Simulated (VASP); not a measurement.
Wanted: the native input for a VASP 6.6.1 run.

```yaml
Task: relaxation of the atoms
Functional: LDA
Potentials_or_basis: VASP PAW LDA potentials, release 64 (Pt)
Cutoff: 520 eV
k_mesh: 13 × 13 × 1
Occupations: fermi-dirac, width 0.1 eV
Spin: no spin polarisation
Dipole_correction: yes
Further_INCAR_settings: ALGO = Normal; EDIFF = 1e-07; IBRION = 2; EDIFFG = -0.01; NSW = 32
```

The structure of Pt lies in POSCAR:

```
Pt
1.0
    2.7543088548      0.0000000000      0.0000000000
    0.0000000000      2.7543088548      0.0000000000
    0.0000000000      0.0000000000     23.7904000000
Pt
5
Direct
    0.0000000000      0.0000000000      0.3389327928
    0.5000000000      0.5000000000      0.4185299866
    0.0000000000      0.0000000000      0.4999999999
    0.5000000000      0.5000000000      0.5814700133
    0.0000000000      0.0000000000      0.6610672075
```

One way to write it, as run:

INCAR

```
ALGO = Normal ; DIPOL = 0.5 0.5 0.500
EDIFF = 1E-7 ; EDIFFG = -0.01
ENCUT = 520 ; GGA = CA
IBRION = 2 ; IDIPOL = 3
ISIF = 2 ; ISMEAR = -1
KPAR = 4 ; LASPH = T
LCHARG = F ; LDIPOL = T
LREAL = F ; LWAVE = F
NELM = 80 ; NSW = 32
PREC = Accurate ; SIGMA = 0.1
```

KPOINTS

```
k-points
0
Gamma
  13 13 1
```

Potentials or basis: VASP PAW LDA potentials, release 64 (Pt).

The run is started by

```sh
$ cat potpaw_LDA.64/Pt/POTCAR > POTCAR
$ mpirun -np 4 vasp_std > vasp.out
```

Results of the run:

```
Energy gained by relaxing    : 0.1 meV/atom
Ionic steps                  : 5
Largest force after relaxing : 0.008 eV/Å
Band gap on the k mesh       : zero (bands 25 and 26 overlap by 1.42 eV)
```

Caveat: spin-orbit coupling is left out, which moves the levels of the heavy elements.

Wall time 3.4 min on 4 MPI ranks on Oxide Virtual Turin-like Processor, with other jobs on the host, peak memory 0.26 GiB a rank.
